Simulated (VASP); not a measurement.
# SrCl2 (Fm-3m) in VASP: further runs

The runs below take SrCl2 through single point, with PBE, r2SCAN.

All numbers are computed with VASP 6.6.1; they aren't measurements. Logs are shortened: lines on timing, memory, paths and dates and some standing lists are left out, and cuts for length are marked.

### Step 1. The cell of the first run

Symmetry: Fm-3m, No. 225, cubic system. The conventional cell has a = 6.995 Å, b = 6.995 Å, c = 6.995 Å, α = 90.00°, β = 90.00°, γ = 90.00°. Sr (site symmetry m-3m) has 8 Cl at 3.03 Å within 4.0 Å. Cl (site symmetry -43m) has 4 Sr at 3.03 Å and 6 Cl at 3.50 Å within 4.0 Å.

### Step 2. Single point, PBE

Input file INCAR:

```
SYSTEM = SrCl2
  ALGO = Normal
  EDIFF = 1E-6
  ENCUT = 520
  GGA = PE
  ISIF = 2
  ISMEAR = 0
  LASPH = .TRUE.
  LCHARG = .FALSE.
  LREAL = .FALSE.
  LWAVE = .FALSE.
  NBANDS = 19
  NELM = 100
  PREC = Accurate
  SIGMA = 0.01
```

Input file KPOINTS:

```
k-points
0
G
  4 4 4
  0 0 0
```

Input file POSCAR:

```
SrCl2
1.0
    0.0000000000      3.4976509415      3.4976509415
    3.4976509415      0.0000000000      3.4976509415
    3.4976509415      3.4976509415      0.0000000000
Sr Cl
1 2
Direct
    0.0000000000      0.0000000000      0.0000000000
    0.2500000000      0.2500000000      0.2500000000
    0.7500000000      0.7500000000      0.7500000000
```

Potentials or basis: VASP PAW PBE potentials, release 64 (Sr_sv, Cl).

The run is started by

```bash
cat potpaw_PBE.64/Sr_sv/POTCAR potpaw_PBE.64/Cl/POTCAR > POTCAR
mpirun -np 1 vasp_std > vasp.out
```

OUTCAR:

```text
SYSTEM = SrCl2
   EDIFF = 1E-6
   ENCUT = 520
   GGA = PE
   ISIF = 2
   ISMEAR = 0
   LASPH = .TRUE.
   LREAL = .FALSE.
   NELM = 100
   PREC = Accurate

 ion  position               nearest neighbor table
   1  0.000  0.000  0.000-   3 3.03   3 3.03   3 3.03   2 3.03   3 3.03   2 3.03   2 3.03   2 3.03

   2  0.250  0.250  0.250-   1 3.03   1 3.03   1 3.03   1 3.03
   3  0.750  0.750  0.750-   1 3.03   1 3.03   1 3.03   1 3.03

  LATTYP: Found a face centered cubic cell.
 ALAT       =     6.9953018830

  Lattice vectors:

 A1 = (   0.0000000000,   3.4976509415,   3.4976509415)
 A2 = (   3.4976509415,   0.0000000000,   3.4976509415)
 A3 = (   3.4976509415,   3.4976509415,   0.0000000000)

Analysis of symmetry for initial positions (statically):
=====================================================================
 Subroutine PRICEL returns:
 Original cell was already a primitive cell.

 Routine SETGRP: Setting up the symmetry group for a
 face centered cubic supercell.

 Subroutine GETGRP returns: Found 48 space group operations
 (whereof 48 operations were pure point group operations)
 out of a pool of 48 trial point group operations.

The static configuration has the point symmetry O_h .

Analysis of symmetry for dynamics (positions and initial velocities):
=====================================================================
 Subroutine PRICEL returns:
 Original cell was already a primitive cell.

 Routine SETGRP: Setting up the symmetry group for a
 face centered cubic supercell.

 Subroutine GETGRP returns: Found 48 space group operations
 (whereof 48 operations were pure point group operations)
 out of a pool of 48 trial point group operations.

The dynamic configuration has the point symmetry O_h .

 Subroutine INISYM returns: Found 48 space group operations
 (whereof 48 operations are pure point group operations),
 and found     1 'primitive' translations

----------------------------------------------------------------------------------------

                                     Primitive cell

  volume of cell :      85.5775

  direct lattice vectors                    reciprocal lattice vectors
     0.000000000  3.497650941  3.497650941    -0.142953087  0.142953087  0.142953087
     3.497650941  0.000000000  3.497650941     0.142953087 -0.142953087  0.142953087
     3.497650941  3.497650941  0.000000000     0.142953087  0.142953087 -0.142953087

  length of vectors
     4.946425398  4.946425398  4.946425398     0.247602010  0.247602010  0.247602010

  position of ions in fractional coordinates (direct lattice)
     0.000000000  0.000000000  0.000000000
     0.250000000  0.250000000  0.250000000
     0.750000000  0.750000000  0.750000000

  ion indices of the primitive-cell ions
   primitive index   ion index
                 1           1
                 2           2
                 3           3

----------------------------------------------------------------------------------------

 KPOINTS: k-points

Automatic generation of k-mesh.
 Grid dimensions read from file:
 generate k-points for:    4    4    4

 Generating k-lattice:

  Cartesian coordinates                     Fractional coordinates (reciprocal lattice)
    -0.035738272  0.035738272  0.035738272     0.250000000  0.000000000  0.000000000
     0.035738272 -0.035738272  0.035738272     0.000000000  0.250000000  0.000000000
     0.035738272  0.035738272 -0.035738272     0.000000000  0.000000000  0.250000000

  Length of vectors
     0.061900503  0.061900503  0.061900503

  Shift w.r.t. Gamma in fractional coordinates (k-lattice)
     0.000000000  0.000000000  0.000000000

 Subroutine IBZKPT returns following result:
 ===========================================

 Found      8 irreducible k-points:

 Following reciprocal coordinates:
            Coordinates               Weight
  0.000000  0.000000  0.000000      1.000000
  0.250000  0.000000  0.000000      8.000000
  0.500000  0.000000  0.000000      4.000000
  0.250000  0.250000  0.000000      6.000000
  0.500000  0.250000  0.000000     24.000000
 -0.250000  0.250000  0.000000     12.000000
  0.500000  0.500000  0.000000      3.000000
 -0.250000  0.500000  0.250000      6.000000
   k-points           NKPTS =      8   k-points in BZ     NKDIM =      8   number of bands    NBANDS=     19
   number of dos      NEDOS =    301   number of ions     NIONS =      3
   total plane-waves  NPLWV =  64000
   dimension x,y,z NGX =    40 NGY =   40 NGZ =   40
   dimension x,y,z NGXF=    80 NGYF=   80 NGZF=   80
   ions per type =               1   2
   NGX,Y,Z   is equivalent  to a cutoff of  13.44, 13.44, 13.44 a.u.
   NGXF,Y,Z  is equivalent  to a cutoff of  26.89, 26.89, 26.89 a.u.
 SYSTEM =  SrCl2
   PREC   = accura    normal or accurate (medium, high low for compatibility)
   ISTART =      0    job   : 0-new  1-cont  2-samecut
   ICHARG =      2    charge: 1-file 2-atom 10-const
   ISPIN  =      1    spin polarized calculation?
   LNONCOLLINEAR =      F non collinear calculations
   LSORBIT =      F    spin-orbit coupling
   LASPH  =      T    aspherical Exc in radial PAW
   ENCUT  =  520.0 eV  38.22 Ry    6.18 a.u.   9.20  9.20  9.20*2*pi/ulx,y,z
   NELM   =    100;   NELMIN=  2; NELMDL= -5     # of ELM steps
   EDIFF  = 0.1E-05   stopping-criterion for ELM
   LREAL  =      F    real-space projection
   EDIFFG = 0.1E-04   stopping-criterion for IOM
   NSW    =      0    number of steps for IOM
   IBRION =     -1    ionic relax: 0-MD 1-quasi-New 2-CG
   NFREE  =      0    steps in history (QN), initial steepest desc. (CG)
   ISIF   =      2    stress and relaxation
   ISYM   =      2    0-nonsym 1-usesym 2-fastsym
   POTIM  = 0.5000    time-step for ionic-motion
   TEBEG  =    0.0;   TEEND  =   0.0 temperature during run
   PSTRESS=    0.0 pullay stress
   NELECT =      24.0000    total number of electrons
   NUPDOWN=      -1.0000    fix difference up-down
   EMIN   =  10.00;   EMAX   =-10.00  energy-range for DOS
   EFERMI =   0.00;   METHOD = LEGACY
   ISMEAR =     0;   SIGMA  =   0.01  broadening in eV -4-tet -1-fermi 0-gaus
   EFERMI_NEDOS =   21; number of points for ismear=-14 and -15
   IALGO  =     38    algorithm
   IMIX   =      4    mixing-type and parameters
     AMIX     =   0.40;   BMIX     =  1.00
     AMIX_MAG =   1.60;   BMIX_MAG =  1.00
  volume/ion in A,a.u.               =      28.53       192.50
  Fermi-wavevector in a.u.,A,eV,Ry     =   1.071582  2.024997 15.623409  1.148288
  Thomas-Fermi vector in A             =   2.207327
   LORBIT       =      0    0 simple, 1 ext, 2 COOP (PROOUT), +10 PAW based schemes
   GGA     = PE    functional components
   LHFCALC =     F    Hartree Fock is set to
   AEXX    =    0.0000 exact exchange contribution
   IVDW    =     0    specifies the selected vdW correction
   LEPSILON=     F    determine dielectric tensor
   LRPA    =     F    only Hartree local field effects (RPA)
 non-spin polarized calculation
 Gauss-broadening in eV      SIGMA  =   0.01
  energy-cutoff  :      520.00
  volume of cell :       85.58
 maximum number of plane-waves:      2332
 NGX is ok and might be reduce to    40
   NGX = 19   NGY = 19   NGZ = 19

 number of electron      24.0000002 magnetization

 Free energy of the ion-electron system (eV)
  ---------------------------------------------------
  ext. energy  EPLUGINS =         0.00000000
  ---------------------------------------------------
  free energy    TOTEN  =       -12.78641784 eV

  energy without entropy =      -12.78641784  energy(sigma->0) =      -12.78641784

 E-fermi :   0.1602     XC(G=0):  -8.2485

 val. band max:        0.1005059692   @ k =   0.5000   0.5000   0.0000
 cond. band min:       5.4077289818   @ k =   0.0000   0.0000   0.0000
 fundamental gap:      5.3072230126
 Fermi energy:         0.1601760592

 k-point     1 :       0.0000    0.0000    0.0000
  band No.  band energies     occupation
      1     -32.8130      2.00000
      2     -14.8011      2.00000
      3     -14.8011      2.00000
      4     -14.8011      2.00000
      5     -13.1801      2.00000
      6     -12.3463      2.00000
      7      -1.9977      2.00000
      8      -1.9977      2.00000
      9      -1.9977      2.00000
     10      -0.2336      2.00000
     11      -0.2336      2.00000
     12      -0.2336      2.00000
     13       5.4077      0.00000
     14       6.1998      0.00000
     15       6.1998      0.00000
     16       9.1224      0.00000
     17       9.1224      0.00000
     18       9.1224      0.00000
     19       9.3668      0.00000

 k-point     2 :       0.2500    0.0000    0.0000
  band No.  band energies     occupation
      1     -32.8115      2.00000
      2     -14.9539      2.00000
      3     -14.8077      2.00000
      4     -14.8077      2.00000
      5     -12.9139      2.00000
      6     -12.4451      2.00000
      7      -1.7838      2.00000
      8      -1.7838      2.00000
      9      -1.6382      2.00000
     10      -0.8121      2.00000
     11      -0.5343      2.00000
     12      -0.5343      2.00000
     13       6.5176      0.00000
     14       6.5783      0.00000
     15       6.5783      0.00000
     16       7.8705      0.00000
     17       8.6996      0.00000
     18       8.6996      0.00000
     19       9.6691      0.00000

 k-point     3 :       0.5000    0.0000    0.0000
  band No.  band energies     occupation
      1     -32.8099      2.00000
      2     -15.0708      2.00000
      3     -14.8143      2.00000
      4     -14.8143      2.00000
      5     -12.7886      2.00000
      6     -12.4269      2.00000
      7      -1.4425      2.00000
      8      -1.4425      2.00000
      9      -1.3821      2.00000
     10      -1.2032      2.00000
     11      -0.9369      2.00000
     12      -0.9369      2.00000
     13       6.8050      0.00000
     14       6.8050      0.00000
     15       7.5794      0.00000
     16       7.9588      0.00000
     17       8.6836      0.00000
     18       8.6836      0.00000
     19       8.8237      0.00000

 k-point     4 :       0.2500    0.2500    0.0000
  band No.  band energies     occupation
      1     -32.8110      2.00000
      2     -14.9888      2.00000
      3     -14.8169      2.00000
      4     -14.8169      2.00000
      5     -12.7998      2.00000
      6     -12.4997      2.00000
      7      -1.9013      2.00000
      8      -1.9013      2.00000
      9      -1.6041      2.00000
     10      -1.0816      2.00000
     11      -0.2276      2.00000
     12      -0.2276      2.00000
     13       6.1485      0.00000
     14       6.7546      0.00000
     15       6.8604      0.00000
     16       8.1757      0.00000
     17       8.1757      0.00000
     18       8.5252      0.00000
     19       9.1518      0.00000

 k-point     5 :       0.5000    0.2500    0.0000
  band No.  band energies     occupation
      1     -32.8094      2.00000
      2     -15.0498      2.00000
      3     -14.8869      2.00000
      4     -14.8235      2.00000
      5     -12.6330      2.00000
      6     -12.5067      2.00000
      7      -2.1698      2.00000
      8      -1.7774      2.00000
      9      -1.6523      2.00000
     10      -0.5655      2.00000
     11      -0.4723      2.00000
     12      -0.3610      2.00000
     13       6.1943      0.00000
     14       7.1694      0.00000
     15       7.4418      0.00000
     16       7.6804      0.00000
     17       8.2679      0.00000
     18       8.9696      0.00000
     19       9.7233      0.00000

 k-point     6 :      -0.2500    0.2500    0.0000
  band No.  band energies     occupation
      1     -32.8099      2.00000
      2     -14.9988      2.00000
      3     -14.9043      2.00000
      4     -14.8144      2.00000
      5     -12.6737      2.00000
      6     -12.5192      2.00000
      7      -2.0533      2.00000
      8      -1.5583      2.00000
      9      -1.2484      2.00000
     10      -1.1534      2.00000
     11      -0.9456      2.00000
     12      -0.1691      2.00000
     13       6.3648      0.00000
     14       6.9554      0.00000
     15       7.2400      0.00000
     16       7.9549      0.00000
     17       8.5901      0.00000
     18       8.6010      0.00000
     19       9.9597      0.00000

 k-point     7 :       0.5000    0.5000    0.0000
  band No.  band energies     occupation
      1     -32.8089      2.00000
      2     -15.1294      2.00000
      3     -14.8326      2.00000
      4     -14.8326      2.00000
      5     -12.6429      2.00000
      6     -12.4481      2.00000
      7      -2.6223      2.00000
      8      -1.7582      2.00000
      9      -1.7582      2.00000
     10      -0.2969      2.00000
     11      -0.2969      2.00000
     12       0.1005      2.00000
     13       5.6093      0.00000
     14       7.1171      0.00000
     15       7.6814      0.00000
     16       8.0820      0.00000
     17       8.0820      0.00000
     18       8.7317      0.00000
     19       9.9535      0.00000

 k-point     8 :      -0.2500    0.5000    0.2500
  band No.  band energies     occupation
      1     -32.8089      2.00000
      2     -14.9890      2.00000
      3     -14.9890      2.00000
      4     -14.8330      2.00000
      5     -12.5377      2.00000
      6     -12.5377      2.00000
      7      -2.3384      2.00000
      8      -2.1027      2.00000
      9      -1.0988      2.00000
     10      -1.0988      2.00000
     11      -0.2102      2.00000
     12       0.0000      2.00000
     13       6.3258      0.00000
     14       7.0937      0.00000
     15       7.3002      0.00000
     16       7.3002      0.00000
     17       8.1982      0.00000
     18       9.5339      0.00000
     19      10.7111      0.00000

------------------------ aborting loop because EDIFF is reached ----------------------------------------

  FORCE on cell =-STRESS in cart. coord.  units (eV):
  Direction    XX          YY          ZZ          XY          YZ          ZX
  --------------------------------------------------------------------------------------
  -------------------------------------------------------------------------------------
  Total        0.4132974      0.4132974      0.4132974     -0.0000000      0.0000000      0.0000000
  in kB        7.7377346      7.7377346      7.7377346     -0.0000000      0.0000000      0.0000000
  external PRESSURE =       7.7377346 kB  Pullay stress =       0.0000000 kB

 VOLUME and BASIS-vectors are now :
 -----------------------------------------------------------------------------
  energy-cutoff  :      520.00
  volume of cell :       85.58
      direct lattice vectors                 reciprocal lattice vectors
     0.000000000  3.497650941  3.497650941    -0.142953087  0.142953087  0.142953087
     3.497650941  0.000000000  3.497650941     0.142953087 -0.142953087  0.142953087
     3.497650941  3.497650941  0.000000000     0.142953087  0.142953087 -0.142953087

 POSITION                                       TOTAL-FORCE (eV/Angst)
 -----------------------------------------------------------------------------------
      0.00000      0.00000      0.00000         0.000000      0.000000      0.000000
      1.74883      1.74883      1.74883        -0.000000     -0.000000     -0.000000
      5.24648      5.24648      5.24648         0.000000      0.000000      0.000000
 -----------------------------------------------------------------------------------
    total drift:                               -0.000000     -0.000000      0.000000

  FREE ENERGIE OF THE ION-ELECTRON SYSTEM (eV)
  ---------------------------------------------------
  free  energy   TOTEN  =       -12.7864178426 eV

  energy  without entropy=      -12.7864178426  energy(sigma->0) =      -12.78641784
```

Wall time 17 s (1 thread of Intel Xeon Platinum 8259CL at 2.50GHz (Skylake/Cascade Lake), shared host); peak memory 0.23 GiB.

Results:

- Free energy: -12.7864 eV
- Pressure: 0.8 GPa
- Band gap on the k mesh: 5.31 eV, indirect (least direct gap 5.51 eV)

Levels at points of the mesh, in eV from the valence-band top:
| k point | band 10 | band 11 | band 12 | band 13 | band 14 | band 15 |
| --- | --- | --- | --- | --- | --- | --- |
| (0.00, 0.00, 0.00) | -0.33 | -0.33 | -0.33 | 5.31 | 6.10 | 6.10 |
| (0.50, 0.00, 0.00) | -1.30 | -1.04 | -1.04 | 6.70 | 6.70 | 7.48 |
| (0.50, 0.50, 0.00) | -0.40 | -0.40 | 0.00 | 5.51 | 7.02 | 7.58 |

A k mesh can miss the band edges.

### Step 3. Single point, PBE

Input file INCAR:

```
ALGO     = Normal         # electronic algorithm
EDIFF    = 1E-6           # SCF threshold, eV
ENCUT    = 520            # plane-wave cutoff, eV
GGA      = PE             # functional
ISIF     = 2              # what is computed and relaxed
ISMEAR   = 0              # smearing method
LASPH    = T              # aspherical terms in the spheres
LCHARG   = F              # write CHGCAR
LREAL    = F              # projectors in reciprocal space
LWAVE    = F              # write WAVECAR
NBANDS   = 19             # bands
NELM     = 80             # most SCF steps
PREC     = Accurate       # precision mode
SIGMA    = 0.01           # smearing width, eV
```

Input file KPOINTS:

```
k-points
0
Gamma
  4 4 4
```

POSCAR is that of step 2.

Potentials or basis: VASP PAW PBE potentials, release 64 (Sr_sv, Cl).

The run is started by

```bash
cat potpaw_PBE.64/Sr_sv/POTCAR potpaw_PBE.64/Cl/POTCAR > POTCAR
mpirun -np 1 vasp_std > vasp.out
```

It took 18 s on 1 thread of Intel Xeon Platinum 8259CL at 2.50GHz (Skylake/Cascade Lake), shared host; peak memory 0.23 GiB.

It converged, with:

```
Free energy            : -12.7864 eV
Pressure               : 0.8 GPa
Band gap on the k mesh : 5.31 eV, indirect (least direct gap 5.51 eV)
```

Levels at points of the mesh, in eV from the valence-band top:
| k point | band 8 | band 9 | band 10 | band 11 | band 12 | band 13 | band 14 | band 15 | band 16 | band 17 |
| --- | --- | --- | --- | --- | --- | --- | --- | --- | --- | --- |
| (0.00, 0.00, 0.00) | -2.10 | -2.10 | -0.33 | -0.33 | -0.33 | 5.31 | 6.10 | 6.10 | 9.02 | 9.02 |
| (0.50, 0.00, 0.00) | -1.54 | -1.48 | -1.30 | -1.04 | -1.04 | 6.70 | 6.70 | 7.48 | 7.86 | 8.58 |
| (0.50, 0.50, 0.00) | -1.86 | -1.86 | -0.40 | -0.40 | 0.00 | 5.51 | 7.02 | 7.58 | 7.98 | 7.98 |

A k mesh can miss the band edges. PBE gaps usually lie below the measured ones, often by a third to a half.

(Continued in part 2 of 2.)
